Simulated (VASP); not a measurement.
**Sc: relaxation of cell and atoms with LDA**

Sc:

```
Sc
1.0
     3.02000    0.00000    0.00000
     0.00000    3.02000    0.00000
     0.00000    0.00000    3.02000
Sc
1
Direct
  0.00000 0.00000 0.00000
```

This isn't the form of Sc at room conditions, which is hcp.

- Program: VASP 6.6.1
- Task: relaxation of cell and atoms
- Functional: LDA
- Potentials or basis: VASP PAW LDA potentials, release 64 (Sc_sv)
- Cutoff: 600 eV
- k mesh: 7 × 7 × 7
- Occupations: gaussian, width 0.1 eV
- Spin: no spin polarisation
- Dipole correction: no
- Further INCAR settings: ALGO = Normal; EDIFF = 1e-06; IBRION = 2; EDIFFG = -0.02; NSW = 80; ISIF = 3

| Property | Result |
| --- | --- |
| Relaxed volume | 23.29 Å³/atom |
| Relaxed cell | a = 2.856 Å, b = 2.856 Å, c = 2.856 Å, α = 90.00°, β = 90.00°, γ = 90.00° |
| Space group after relaxing (to 0.1 Å) | Pm-3m (No. 221) |
| Energy gained by relaxing | 84.5 meV/atom |
| Ionic steps | 4 |
| Pressure after relaxing | 0.0 GPa |
| Band gap on the k mesh | zero (an odd number of electrons rules out a gap without spin polarisation) |

The path:
| step | energy change (eV) | largest force (eV/Å) | pressure (GPa) | volume (Å³) |
| --- | --- | --- | --- | --- |
| 1 | 0.0000 | 0.0000 | -5.61 | 27.54 |
| 2 | -0.0826 | 0.0000 | -0.99 | 23.88 |
| 3 | -0.0845 | 0.0000 | -0.18 | 23.39 |
| 4 | -0.0845 | 0.0000 | 0.00 | 23.29 |

Final structure:
```
Sc
1.0
     2.85570    0.00000    0.00000
     0.00000    2.85570    0.00000
     0.00000    0.00000    2.85570
Sc
1
Direct
  0.00000 0.00000 0.00000
```

Levels at points of the mesh, in eV from the Fermi level:
| k point | band 2 | band 3 | band 4 | band 5 | band 6 | band 7 | band 8 | band 9 |
| --- | --- | --- | --- | --- | --- | --- | --- | --- |
| (0.00, 0.00, 0.00) | -27.45 | -27.45 | -27.45 | -5.11 | -0.64 | -0.64 | 4.25 | 4.25 |

Run time: 17 s on 1 thread of Intel Xeon 8259CL, on a shared host, peak memory 0.13 GiB.

Caveat: the volume moved by over 15 % at a fixed basis, so the end points are rough.
